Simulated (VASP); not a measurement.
Write the native input for VASP 6.6.1 that does the following.

- Task: single point
- Functional: PBE
- Potentials or basis: VASP PAW PBE potentials, release 64 (Hg, Te)
- Cutoff: 520 eV
- k mesh: 14 × 14 × 14
- Occupations: gaussian, width 0.15 eV
- Spin: no spin polarisation
- Dipole correction: no
- Further INCAR settings: ALGO = Normal; EDIFF = 1e-06; NBANDS = 16

The structure of HgTe lies in POSCAR:

```
HgTe
1.0
    0.0000000000      3.5018387191      2.7314342009
    3.5018387191      0.0000000000      2.7314342009
    3.5018387191      3.5018387191      0.0000000000
Hg Te
1 1
Direct
    0.0000000000      0.0000000000      0.0000000000
    0.7500000000      0.7500000000      0.7500000000
```

This cell differs from its parent crystal: ratio of the length along z to the lengths across it x 0.78, volume and fractional coordinates fixed.

These files were run (other wordings do the same):

INCAR

```
ALGO = Normal
EDIFF = 1E-6
ENCUT = 520
GGA = PE
ISIF = 2
ISMEAR = 0
LASPH = T
LCHARG = T
LELF = T
LREAL = F
LVHAR = T
LWAVE = F
NBANDS = 16
NELM = 80
PREC = Accurate
SIGMA = 0.15
```

KPOINTS

```
k-points
0
Gamma
  14 14 14
```

Potentials or basis: VASP PAW PBE potentials, release 64 (Hg, Te).

Launch:

```sh
$ cat potpaw_PBE.64/Hg/POTCAR potpaw_PBE.64/Te/POTCAR > POTCAR
$ mpirun -np 1 vasp_std > vasp.out
```

It gave:

```
Pressure               : 3.0 GPa
Band gap on the k mesh : 0.09 eV (least direct gap 0.20 eV)
```

Caveat: spin-orbit coupling is left out, which moves the levels of the heavy elements.

It took 99 s on 1 thread of Intel(R) Xeon(R) 6975P-C (Granite Rapids), on a shared host, peak memory 0.42 GiB.
